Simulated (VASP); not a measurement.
# NiPt (P4/mmm) in VASP: further runs

NiPt is run at these levels: LDA; tasks: single point.

Everything below comes from runs of VASP 6.6.1. Logs are shortened: lines on timing, memory, paths and dates and some standing lists are left out, and cuts for length are marked.

**1. The cell of the first run**

It takes space group P4/mmm (No. 123, tetragonal). The conventional cell has a = 2.710 Å, b = 2.710 Å, c = 3.578 Å, α = 90.00°, β = 90.00°, γ = 90.00°. Ni (site symmetry 4/mmm) has 8 Pt at 2.62 Å and 6 Ni at 2.71 to 3.58 Å within 3.6 Å. Within 3.6 Å of Pt (site symmetry 4/mmm) lie 8 Ni at 2.62 Å and 6 Pt at 2.71 to 3.58 Å.

**2. Single point, LDA**

Input file INCAR:

```
SYSTEM = NiPt
ALGO = Normal
EDIFF = 1E-6
ENCUT = 520
ISIF = 2
ISMEAR = -1
LASPH = .TRUE.
LCHARG = .TRUE.
LELF = .TRUE.
LREAL = .FALSE.
LVHAR = .TRUE.
LWAVE = .FALSE.
NBANDS = 17
NELM = 60
PREC = Accurate
SIGMA = 0.1
```

Input file KPOINTS:

```
k-points
0
G
  11 11 8
  0 0 0
```

Input file POSCAR:

```
NiPt
1.0
    2.7099397941      0.0000000000      0.0000000000
    0.0000000000      2.7099397941      0.0000000000
    0.0000000000      0.0000000000      3.5783200000
Ni Pt
1 1
Direct
    0.5000000000      0.5000000000      0.5000000000
    0.0000000000      0.0000000000      0.0000000000
```

Potentials or basis: VASP PAW LDA potentials, release 64 (Ni, Pt).

Command:

```bash
> cat potpaw_LDA.64/Ni/POTCAR potpaw_LDA.64/Pt/POTCAR > POTCAR
> mpirun -np 1 vasp_std > vasp.out
```

OUTCAR:

```text
SYSTEM = NiPt
   EDIFF = 1E-6
   ENCUT = 520
   ISIF = 2
   ISMEAR = -1
   LASPH = .TRUE.
   LREAL = .FALSE.
   NELM = 60
   PREC = Accurate

 ion  position               nearest neighbor table
   1  0.500  0.500  0.500-   2 2.62   2 2.62   2 2.62   2 2.62   2 2.62   2 2.62   2 2.62   2 2.62

   2  0.000  0.000  0.000-   1 2.62   1 2.62   1 2.62   1 2.62   1 2.62   1 2.62   1 2.62   1 2.62

  LATTYP: Found a simple tetragonal cell.
 ALAT       =     2.7099397941
 C/A-ratio  =     1.3204426193

  Lattice vectors:

 A1 = (   2.7099397941,   0.0000000000,   0.0000000000)
 A2 = (   0.0000000000,   2.7099397941,   0.0000000000)
 A3 = (   0.0000000000,   0.0000000000,   3.5783200000)

Analysis of symmetry for initial positions (statically):
=====================================================================
 Subroutine PRICEL returns:
 Original cell was already a primitive cell.

 Routine SETGRP: Setting up the symmetry group for a
 simple tetragonal supercell.

 Subroutine GETGRP returns: Found 16 space group operations
 (whereof 16 operations were pure point group operations)
 out of a pool of 16 trial point group operations.

The static configuration has the point symmetry D_4h.

Analysis of symmetry for dynamics (positions and initial velocities):
=====================================================================
 Subroutine PRICEL returns:
 Original cell was already a primitive cell.

 Routine SETGRP: Setting up the symmetry group for a
 simple tetragonal supercell.

 Subroutine GETGRP returns: Found 16 space group operations
 (whereof 16 operations were pure point group operations)
 out of a pool of 16 trial point group operations.

The dynamic configuration has the point symmetry D_4h.

 Subroutine INISYM returns: Found 16 space group operations
 (whereof 16 operations are pure point group operations),
 and found     1 'primitive' translations

----------------------------------------------------------------------------------------

                                     Primitive cell

  volume of cell :      26.2784

  direct lattice vectors                    reciprocal lattice vectors
     2.709939794  0.000000000  0.000000000     0.369011888  0.000000000  0.000000000
     0.000000000  2.709939794  0.000000000     0.000000000  0.369011888  0.000000000
     0.000000000  0.000000000  3.578320000     0.000000000  0.000000000  0.279460753

  length of vectors
     2.709939794  2.709939794  3.578320000     0.369011888  0.369011888  0.279460753

  position of ions in fractional coordinates (direct lattice)
[... 79 lines left out ...]
   EDIFF  = 0.1E-05   stopping-criterion for ELM
   LREAL  =      F    real-space projection
   EDIFFG = 0.1E-04   stopping-criterion for IOM
   NSW    =      0    number of steps for IOM
   IBRION =     -1    ionic relax: 0-MD 1-quasi-New 2-CG
   NFREE  =      0    steps in history (QN), initial steepest desc. (CG)
   ISIF   =      2    stress and relaxation
   ISYM   =      2    0-nonsym 1-usesym 2-fastsym
   POTIM  = 0.5000    time-step for ionic-motion
   TEBEG  =    0.0;   TEEND  =   0.0 temperature during run
   PSTRESS=    0.0 pullay stress
   NELECT =      20.0000    total number of electrons
   NUPDOWN=      -1.0000    fix difference up-down
   EMIN   =  10.00;   EMAX   =-10.00  energy-range for DOS
   EFERMI =   0.00;   METHOD = LEGACY
   ISMEAR =    -1;   SIGMA  =   0.10  broadening in eV -4-tet -1-fermi 0-gaus
   EFERMI_NEDOS =   21; number of points for ismear=-14 and -15
   IALGO  =     38    algorithm
   IMIX   =      4    mixing-type and parameters
     AMIX     =   0.40;   BMIX     =  1.00
     AMIX_MAG =   1.60;   BMIX_MAG =  1.00
  volume/ion in A,a.u.               =      13.14        88.67
  Fermi-wavevector in a.u.,A,eV,Ry     =   1.494693  2.824560 30.396875  2.234107
  Thomas-Fermi vector in A             =   2.606933
   LORBIT       =      0    0 simple, 1 ext, 2 COOP (PROOUT), +10 PAW based schemes
   GGA     = CA    functional components
   LHFCALC =     F    Hartree Fock is set to
   AEXX    =    0.0000 exact exchange contribution
   IVDW    =     0    specifies the selected vdW correction
   LEPSILON=     F    determine dielectric tensor
   LRPA    =     F    only Hartree local field effects (RPA)
 non-spin polarized calculation
  energy-cutoff  :      520.00
  volume of cell :       26.28
 maximum number of plane-waves:       724
   NGX = 11   NGY = 11   NGZ = 13

 number of electron      20.0000010 magnetization

 Free energy of the ion-electron system (eV)
  ---------------------------------------------------
  ext. energy  EPLUGINS =         0.00000000
  ---------------------------------------------------
  free energy    TOTEN  =       -14.25435177 eV

  energy without entropy =      -14.12950459  energy(sigma->0) =      -14.19192818

 E-fermi :  10.0225     XC(G=0): -13.5769

 val. band max:       10.0194750577   @ k =   0.4545   0.0909   0.5000
 cond. band min:      10.0229369312   @ k =   0.0000   0.0000   0.1250
 fundamental gap:      0.0034618735
 Fermi energy:        10.0225252419

 k-point     1 :       0.0000    0.0000    0.0000
  band No.  band energies     occupation
      1       0.4065      2.00000
      2       4.0270      2.00000
      3       4.1102      2.00000
      4       7.1999      2.00000
      5       7.1999      2.00000
      6       8.1908      2.00000
[... 457 lines left out ...]
      4       6.7244      2.00000
      5       7.4283      2.00000
      6       8.2836      2.00000
[... 9 lines left out ...]
     16      26.7082      0.00000
     17      29.3262      0.00000

 [... further k-points ...]

------------------------ aborting loop because EDIFF is reached ----------------------------------------

  FORCE on cell =-STRESS in cart. coord.  units (eV):
  Direction    XX          YY          ZZ          XY          YZ          ZX
  --------------------------------------------------------------------------------------
  -------------------------------------------------------------------------------------
  Total       -2.0929699     -2.0929699     -1.9701055      0.0000000      0.0000000      0.0000000
  in kB     -127.6071767   -127.6071767   -120.1162038      0.0000000      0.0000000      0.0000000
  external PRESSURE =    -125.1101858 kB  Pullay stress =       0.0000000 kB

 VOLUME and BASIS-vectors are now :
 -----------------------------------------------------------------------------
  energy-cutoff  :      520.00
  volume of cell :       26.28
      direct lattice vectors                 reciprocal lattice vectors
     2.709939794  0.000000000  0.000000000     0.369011888  0.000000000  0.000000000
     0.000000000  2.709939794  0.000000000     0.000000000  0.369011888  0.000000000
     0.000000000  0.000000000  3.578320000     0.000000000  0.000000000  0.279460753

 POSITION                                       TOTAL-FORCE (eV/Angst)
 -----------------------------------------------------------------------------------
      1.35497      1.35497      1.78916         0.000000      0.000000      0.000000
      0.00000      0.00000      0.00000         0.000000      0.000000      0.000000
 -----------------------------------------------------------------------------------
    total drift:                               -0.000000      0.000000      0.000000

  FREE ENERGIE OF THE ION-ELECTRON SYSTEM (eV)
  ---------------------------------------------------
  free  energy   TOTEN  =       -14.2543517710 eV

  energy  without entropy=      -14.1295045853  energy(sigma->0) =      -14.19192818
```

stdout:

```text
POSCAR found type information on POSCAR NiPt
 POSCAR found :  2 types and       2 ions
 scaLAPACK will be used
 LDA part: xc-table for (Slater(with rela. corr.)+CA(PZ))
 , standard interpolation
 POSCAR, INCAR and KPOINTS ok, starting setup
 FFT: planning ... GRIDC
 FFT: planning ... GRID_SOFT
 FFT: planning ... GRID
 WAVECAR not read
 entering main loop
```

Wall time 24 s (1 thread of AMD EPYC 9R45 (Zen 5), shared host); peak memory 0.13 GiB.

What came out:

```yaml
Free_energy: -14.2544 eV
Pressure: -12.5 GPa
Band_gap_on_the_k_mesh: zero (bands 10 and 11 overlap by 1.60 eV)
```

Stress tensor (GPa, compression positive):
```
-12.76   0.00   0.00
  0.00 -12.76   0.00
  0.00   0.00 -12.01
```

Levels at points of the mesh, in eV from the Fermi level:
```tsv
k point	band 6	band 7	band 8	band 9	band 10	band 11	band 12	band 13	band 14	band 15
(0.00, 0.00, 0.00)	-1.83	-1.34	-0.76	0.06	0.28	0.28	3.09	10.98	11.73	11.73
(0.00, 0.00, 0.50)	-1.98	-1.98	-1.33	-1.32	-1.32	-0.76	-0.58	15.95	16.49	16.73
```

Caveat: the cell stands under tension; spin-orbit coupling is left out, which moves the levels of the heavy elements.

**3. Single point, LDA, collinear spin, zero start**

Input file INCAR:

```
SYSTEM = NiPt
ALGO     = Normal         ! electronic algorithm
EDIFF    = 1E-6           ! SCF threshold, eV
ENCUT    = 520            ! plane-wave cutoff, eV
ISIF     = 2              ! what is computed and relaxed
ISMEAR   = -1             ! smearing method
ISPIN    = 2              ! spin polarisation
LASPH    = .TRUE.         ! aspherical terms in the spheres
LCHARG   = .FALSE.        ! write CHGCAR
LMAXMIX  = 4              ! l up to which the mixer works
LORBIT   = 11             ! projections on sites
LREAL    = .FALSE.        ! projectors in reciprocal space
LWAVE    = .FALSE.        ! write WAVECAR
MAGMOM   = 0 0            ! initial moments
NBANDS   = 21             ! bands
NELM     = 150            ! most SCF steps
NUPDOWN  = 0.0            ! fixed moment
PREC     = Accurate       ! precision mode
SIGMA    = 0.1            ! smearing width, eV
```

KPOINTS is that of step 2.

POSCAR is that of step 2.

Potentials or basis: VASP PAW LDA potentials, release 64 (Ni, Pt).

Command:

```bash
> cat potpaw_LDA.64/Ni/POTCAR potpaw_LDA.64/Pt/POTCAR > POTCAR
> mpirun -np 1 vasp_std > vasp.out
```

OUTCAR:

```text
SYSTEM = NiPt
   EDIFF = 1E-6
   ENCUT = 520
   ISIF = 2
   ISMEAR = -1
   ISPIN = 2
   LASPH = .TRUE.
   LORBIT = 11
   LREAL = .FALSE.
   NELM = 150
   NUPDOWN = 0.0
   PREC = Accurate

 ion  position               nearest neighbor table
   1  0.500  0.500  0.500-   2 2.62   2 2.62   2 2.62   2 2.62   2 2.62   2 2.62   2 2.62   2 2.62

   2  0.000  0.000  0.000-   1 2.62   1 2.62   1 2.62   1 2.62   1 2.62   1 2.62   1 2.62   1 2.62

  LATTYP: Found a simple tetragonal cell.
 ALAT       =     2.7099397941
 C/A-ratio  =     1.3204426193

  Lattice vectors:

 A1 = (   2.7099397941,   0.0000000000,   0.0000000000)
 A2 = (   0.0000000000,   2.7099397941,   0.0000000000)
 A3 = (   0.0000000000,   0.0000000000,   3.5783200000)

Analysis of symmetry for initial positions (statically):
=====================================================================
 Subroutine PRICEL returns:
 Original cell was already a primitive cell.

 Routine SETGRP: Setting up the symmetry group for a
 simple tetragonal supercell.

 Subroutine GETGRP returns: Found 16 space group operations
 (whereof 16 operations were pure point group operations)
 out of a pool of 16 trial point group operations.

The static configuration has the point symmetry D_4h.

Analysis of symmetry for dynamics (positions and initial velocities):
=====================================================================
 Subroutine PRICEL returns:
 Original cell was already a primitive cell.

 Routine SETGRP: Setting up the symmetry group for a
 simple tetragonal supercell.

 Subroutine GETGRP returns: Found 16 space group operations
 (whereof 16 operations were pure point group operations)
 out of a pool of 16 trial point group operations.

The dynamic configuration has the point symmetry D_4h.

Analysis of structural, dynamic, and magnetic symmetry:
=====================================================================
 Subroutine PRICEL returns:
 Original cell was already a primitive cell.

 Routine SETGRP: Setting up the symmetry group for a
 simple tetragonal supercell.

[... 148 lines left out ...]
  ---------------------------------------------------
  free energy    TOTEN  =       -14.25435177 eV

  energy without entropy =      -14.12950144  energy(sigma->0) =      -14.19192661

 E-fermi :  10.0225     XC(G=0): -13.5769

 val. band max:       10.0194200272   @ k =   0.4545   0.0909   0.5000
 cond. band min:      10.0228669328   @ k =   0.0000   0.0000   0.1250
 fundamental gap:      0.0034469056
 Fermi energy:        10.0224905035

 spin component 1

 k-point     1 :       0.0000    0.0000    0.0000
  band No.  band energies     occupation
      1       0.4065      1.00000
      2       4.0269      1.00000
      3       4.1101      1.00000
      4       7.1998      1.00000
      5       7.1998      1.00000
      6       8.1908      1.00000
[... 565 lines left out ...]
     20      34.4062      0.00000
     21      34.5299      0.00000

 [... further k-points ...]

 spin component 2

 k-point     1 :       0.0000    0.0000    0.0000
  band No.  band energies     occupation
      1       0.4065      1.00000
      2       4.0269      1.00000
      3       4.1101      1.00000
      4       7.1998      1.00000
      5       7.1998      1.00000
      6       8.1908      1.00000
[... 565 lines left out ...]
     20      34.4062      0.00000
     21      34.5299      0.00000

 [... further k-points ...]

------------------------ aborting loop because EDIFF is reached ----------------------------------------

  FORCE on cell =-STRESS in cart. coord.  units (eV):
  Direction    XX          YY          ZZ          XY          YZ          ZX
  --------------------------------------------------------------------------------------
  -------------------------------------------------------------------------------------
  Total       -2.0919961     -2.0919961     -1.9682323      0.0000000      0.0000000     -0.0000000
  in kB     -127.5478066   -127.5478066   -120.0019959      0.0000000      0.0000000     -0.0000000
  external PRESSURE =    -125.0325363 kB  Pullay stress =       0.0000000 kB

 VOLUME and BASIS-vectors are now :
 -----------------------------------------------------------------------------
  energy-cutoff  :      520.00
  volume of cell :       26.28
      direct lattice vectors                 reciprocal lattice vectors
     2.709939794  0.000000000  0.000000000     0.369011888  0.000000000  0.000000000
     0.000000000  2.709939794  0.000000000     0.000000000  0.369011888  0.000000000
     0.000000000  0.000000000  3.578320000     0.000000000  0.000000000  0.279460753

 POSITION                                       TOTAL-FORCE (eV/Angst)
 -----------------------------------------------------------------------------------
      1.35497      1.35497      1.78916         0.000000      0.000000      0.000000
      0.00000      0.00000      0.00000         0.000000      0.000000      0.000000
 -----------------------------------------------------------------------------------
    total drift:                               -0.000000      0.000000      0.000000

  FREE ENERGIE OF THE ION-ELECTRON SYSTEM (eV)
  ---------------------------------------------------
  free  energy   TOTEN  =       -14.2543517712 eV

  energy  without entropy=      -14.1295014417  energy(sigma->0) =      -14.19192661

 total charge

# of ion       s       p       d       tot
------------------------------------------
    1        0.439   0.462   8.344   9.245
    2        0.701   0.634   8.033   9.367
--------------------------------------------------
tot          1.139   1.096  16.377  18.612

 magnetization (x)

# of ion       s       p       d       tot
------------------------------------------
    1       -0.000  -0.000   0.000   0.000
    2        0.000  -0.000   0.000   0.000
--------------------------------------------------
tot         -0.000  -0.000   0.000   0.000
```

Wall time 53 s (1 thread of AMD EPYC 9R45 (Zen 5), shared host); peak memory 0.17 GiB.

Results:

```
Free energy                                           : -14.2544 eV
Pressure                                              : -12.5 GPa
Net moment                                            : 0.00 μB per cell
Valence electrons inside the program's atomic spheres : Ni 9.24; Pt 9.37
```

Caveat: the cell stands under tension; spin-orbit coupling is left out, which moves the levels of the heavy elements; the total moment is fixed, so each spin has its own Fermi level.

(Part 1 of 2 ends here.)
